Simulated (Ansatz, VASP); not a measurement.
Two plane-wave programs on InSe

```
CELL_PARAMETERS angstrom
4.03639 0.00000 0.00000
0.00000 8.62415 0.00000
0.00000 0.00000 27.31997
ATOMIC_POSITIONS crystal
Se 0.00000 0.56311 0.27361
Se 0.00000 0.07386 0.32141
Se 0.50000 0.37025 0.39949
Se 0.50000 0.95832 0.45322
Se 0.00000 0.25397 0.52447
Se 0.00000 0.84611 0.57610
Se 0.50000 0.11416 0.64347
Se 0.50000 0.73567 0.70371
In 0.50000 0.58436 0.32970
In 0.50000 0.92788 0.35480
In 0.00000 0.46757 0.45444
In 0.00000 0.77936 0.48017
In 0.50000 0.34941 0.58153
In 0.50000 0.66989 0.60519
In 0.00000 0.19207 0.70488
In 0.00000 0.52918 0.69540
```

Alike in both runs: functional PBE; dispersion D3(BJ); k mesh 9 × 4 × 1; occupations gaussian, width 0.05 eV; no spin polarisation.

Ansatz relaxed the structure, and its values are those at the end. VASP's run is a single point on that final structure, the one shown.

```csv
,VASP,Ansatz
version,VASP 6.6.1,Ansatz 0.2.0
potentials or method,"VASP PAW PBE potentials, release 64 (Se, In_d), cutoff 520 eV","scalar-relativistic, plane waves, PAW"
valence electrons in the cell,152,232
```

|  | VASP | Ansatz | Ansatz less VASP |
| --- | --- | --- | --- |
| gap on the k mesh at the Fermi level (eV) | none | none | - |
| rms of the force components (eV/Å) | 0.010 | 0.004 | -0.0066 |

A gap of «none» marks a metal or a gap that the smearing closes. VASP's potentials hold 152 valence electrons a cell and Ansatz's 232, so a difference there can come from the potentials and not from the codes. Ansatz's warnings: xc potential rough in thin density.
